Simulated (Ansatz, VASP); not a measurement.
**One calculation of Ca8CO, two programs**

File INCAR:

```
PREC = Accurate ; ENCUT = 520
EDIFF = 1E-7 ; ISMEAR = 0
SIGMA = 0.1 ; LREAL = F
LASPH = T ; NELM = 60
ALGO = Normal ; ISIF = 2
LWAVE = F ; LCHARG = F
LDIPOL = T ; IDIPOL = 3
DIPOL = 0.5 0.5 0.287 ; GGA = PE
NBANDS = 56
```

Contents of KPOINTS:

```
Automatic mesh
0
Gamma
  4 4 1
```

Contents of POSCAR:

```
Ca8CO
1.0
    7.8132359319      0.0000000000      0.0000000000
    0.0000000000      7.8132359319      0.0000000000
    0.0000000000      0.0000000000     20.6093934330
Ca C O
8 1 1
Direct
    0.2500000000      0.2500000000      0.1940862555
    0.2500000000      0.7500000000      0.1940862555
    0.7500000000      0.2500000000      0.1940862555
    0.7500000000      0.7500000000      0.1940862555
    0.0000000000      0.0000000000      0.3206981057
    0.0000000000      0.5000000000      0.3206981057
    0.5000000000      0.0000000000      0.3206981057
    0.5000000000      0.5000000000      0.3206981057
    0.0554583257      0.7500000000      0.4060960581
    0.4445416743      0.7500000000      0.4060960581
```

Input for Ansatz:

```yaml
crystal:
  lattice:
    - [7.8132359319, 0.0, 0.0]
    - [0.0, 7.8132359319, 0.0]
    - [0.0, 0.0, 20.609393433]
  atoms:
    - { symbol: Ca, position: [0.25, 0.25, 0.1940862555] }
    - { symbol: Ca, position: [0.25, 0.75, 0.1940862555] }
    - { symbol: Ca, position: [0.75, 0.25, 0.1940862555] }
    - { symbol: Ca, position: [0.75, 0.75, 0.1940862555] }
    - { symbol: Ca, position: [0.0, 0.0, 0.3206981057] }
    - { symbol: Ca, position: [0.0, 0.5, 0.3206981057] }
    - { symbol: Ca, position: [0.5, 0.0, 0.3206981057] }
    - { symbol: Ca, position: [0.5, 0.5, 0.3206981057] }
    - { symbol: C, position: [0.0554583257, 0.75, 0.4060960581] }
    - { symbol: O, position: [0.4445416743, 0.75, 0.4060960581] }
basis:
  ecutwfc: 420
kpoints:
  mp_grid: { grid: [4, 4, 1] }
hamiltonian:
  xc: pbe
scf:
  occupations: { method: gaussian, width: 0.1 }
output:
  forces: true
  eigenvalues: true
efield:
  axis: 3
  dipole_correction: true
  ramp_width: 0.04
```

Alike in both runs: task single point; functional PBE; k mesh 4 × 4 × 1; occupations gaussian, width 0.1 eV; no spin polarisation.

|  | VASP | Ansatz |
| --- | --- | --- |
| version | VASP 6.6.1 | Ansatz 0.2.0 |
| potentials or method | VASP PAW PBE potentials, release 64 (Ca_sv, C, O), cutoff 520 eV | scalar-relativistic, plane waves, PAW |
| valence electrons in the cell | 90 | 90 |

Ansatz gave:

```
gap on the k mesh at the Fermi level (eV) : none
rms of the force components (eV/Å)        : 0.882
```

Estimate VASP's values.

gap on the k mesh at the Fermi level (eV): none; rms of the force components (eV/Å): 0.878.

Atom by atom the forces differ by 0.005 eV/Å (rms over components). A gap of «none» marks a metal or a gap that the smearing closes. With one functional, cell and mesh, what is left measures potentials, basis and numerics.
